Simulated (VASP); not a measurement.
W: single point with r2SCAN

Crystal: W.

```
W
1.0
     1.58332   -5.02261    0.00000
     1.58332    5.02261    0.00000
     0.00000    0.00000    4.19029
W
4
Direct
  0.09800 0.90200 0.91000
  0.59800 0.40200 0.59000
  0.90200 0.09800 0.09000
  0.40200 0.59800 0.41000
```

```yaml
Program: VASP 6.6.1
Task: single point
Functional: r2SCAN
Potentials_or_basis: VASP PAW PBE potentials, release 64 (W_sv)
Cutoff: 520 eV
k_mesh: 6 × 6 × 4
Occupations: gaussian, width 0.1 eV
Spin: no spin polarisation
Dipole_correction: no
Further_INCAR_settings: ALGO = Normal; EDIFF = 1e-06; NBANDS = 36
```

```json
{
  "Pressure": "128.5 GPa",
  "Largest force": "19.156 eV/Å",
  "Band gap on the k mesh": "zero (bands 28 and 29 overlap by 1.35 eV)"
}
```

Forces on the atoms (eV/Å):
```
W     0.000 -12.807  14.245
W     0.000 -12.807 -14.245
W     0.000  12.807 -14.245
W     0.000  12.807  14.245
```

Stress tensor (GPa, compression positive):
```
149.35   0.00   0.00
  0.00 104.67   0.00
  0.00   0.00 131.36
```

Levels at points of the mesh, in eV from the Fermi level:
```
           k point  band 25  band 26  band 27  band 28  band 29  band 30  band 31  band 32
(0.00, 0.00, 0.00)    -1.88    -0.58     0.00     0.47     1.34     1.61     1.75     1.86
(0.50, 0.00, 0.00)    -0.68    -0.68    -0.47    -0.47     0.67     0.67     1.36     1.36
(0.50, 0.50, 0.00)    -2.21    -0.77    -0.09     0.26     0.44     0.82     1.54     4.24
(0.00, 0.00, 0.50)    -2.57    -2.57    -2.24    -2.24    -0.83    -0.83     3.45     3.45
(0.50, 0.00, 0.50)    -0.54    -0.54    -0.38    -0.38     1.11     1.11     1.44     1.44
(0.50, 0.50, 0.50)    -2.51    -2.51    -2.23    -2.23    -0.49    -0.49     3.32     3.32
```

Run time: 3.8 min on 1 thread of Intel(R) Xeon(R) Platinum 8375C CPU @ 2.90GHz (Ice Lake), on a shared host, peak memory 0.26 GiB.

Caveat: the k points lie up to 0.37 Å⁻¹ apart, too coarse for converged energies and pressures of a metal; atoms lie so close that the PAW spheres overlap strongly, which falsifies energies and pressures; the PAW data sets were made with another functional, which shifts forces and pressure a little; spin-orbit coupling is left out, which moves the levels of the heavy elements.
